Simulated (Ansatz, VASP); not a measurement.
## Two plane-wave programs on ZrB

Contents of INCAR:

```
  ALGO = Normal
  EDIFF = 1E-6
  ENCUT = 520
  GGA = PE
  ISIF = 2
  ISMEAR = -5
  LASPH = True
  LCHARG = False
  LREAL = False
  LWAVE = False
  NBANDS = 14
  NELM = 80
  PREC = Accurate
  SIGMA = 0.1
```

Contents of KPOINTS:

```
k-points
0
Gamma
  12 12 12
```

The input POSCAR:

```
ZrB
1.0
    0.0000000000      2.4521217160      2.4521217160
    2.4521217160      0.0000000000      2.4521217160
    2.4521217160      2.4521217160      0.0000000000
Zr B
1 1
Direct
    0.5000000000      0.5000000000      0.5000000000
    0.0000000000      0.0000000000      0.0000000000
```

Input for Ansatz:

```yaml
crystal:
  lattice:
    - [0.0, 2.452121716, 2.452121716]
    - [2.452121716, 0.0, 2.452121716]
    - [2.452121716, 2.452121716, 0.0]
  atoms:
    - { symbol: Zr, position: [0.5, 0.5, 0.5] }
    - { symbol: B, position: [0.0, 0.0, 0.0] }
basis:
  ecutwfc: 420
  ecutrho_ratio: 4
kpoints:
  mp_grid: { grid: [12, 12, 12] }
hamiltonian:
  xc: pbe
scf:
  occupations: { method: tetrahedron }
output:
  forces: true
  stress: true
accuracy: high
```

Alike in both runs: task single point; functional PBE; k mesh 12 × 12 × 12; occupations tetrahedron; no spin polarisation.

|  | VASP | Ansatz |
| --- | --- | --- |
| version | VASP 6.6.1 | Ansatz 0.2.0 |
| potentials or method | VASP PAW PBE potentials, release 64 (Zr_sv, B), cutoff 520 eV | scalar-relativistic, plane waves, PAW |
| valence electrons in the cell | 15 | 15 |

Ansatz gave:

| Quantity | Value |
| --- | --- |
| gap on the k mesh at the Fermi level (eV) | none |
| pressure (GPa) | 0.0 |

Question: What did VASP give for the same quantities?

Answer: gap on the k mesh at the Fermi level (eV): none; pressure (GPa): 0.1.

A gap of «none» marks a metal or a gap that the smearing closes. The functional is the same, so the differences come from potentials, cutoffs and numerics. Ansatz's warnings: band table not solved further, tetrahedron derivatives may miss energy slope.
